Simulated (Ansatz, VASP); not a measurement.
## Two plane-wave programs on MgO

```xyz
8
Lattice="4.2538 0.0000 0.0000 0.0000 -4.2538 0.0000 0.0000 0.0000 -4.2538" Properties=species:S:1:pos:R:3 pbc="T T T"
Mg   -0.3712    0.3712    0.0000
Mg    2.1269   -2.1269    0.0000
Mg    2.1269    0.0000   -2.1269
Mg    0.0000   -2.1269   -2.1269
O     2.1269    0.0000    0.0000
O     0.0000   -2.1269    0.0000
O     0.0000    0.0000   -2.1269
O     2.1269   -2.1269   -2.1269
```

Alike in both runs: task single point; functional PBE; k mesh 6 × 6 × 6; occupations gaussian, width 0.05 eV; no spin polarisation.

|  | VASP | Ansatz |
| --- | --- | --- |
| version | VASP 6.6.1 | Ansatz 0.2.0 |
| potentials or method | VASP PAW PBE potentials, release 64 (Mg, O), cutoff 520 eV | scalar-relativistic, plane waves, PAW |
| valence electrons in the cell | 32 | 64 |

Ansatz gave:

* gap on the k mesh at the Fermi level (eV): 4.41
* least direct gap on the mesh (eV): 4.41
* pressure (GPa): 7.6
* traceless stress, the component that is largest in VASP (GPa): -6.81
* rms of the force components (eV/Å): 1.445

Which values does VASP return?

gap on the k mesh at the Fermi level (eV): 4.40; least direct gap on the mesh (eV): 4.40; pressure (GPa): 7.0; traceless stress, the component that is largest in VASP (GPa): -6.96; rms of the force components (eV/Å): 1.468.

Atom by atom the forces differ by 0.024 eV/Å (rms over components). VASP's potentials hold 32 valence electrons a cell and Ansatz's 64, so a difference there can come from the potentials and not from the codes.
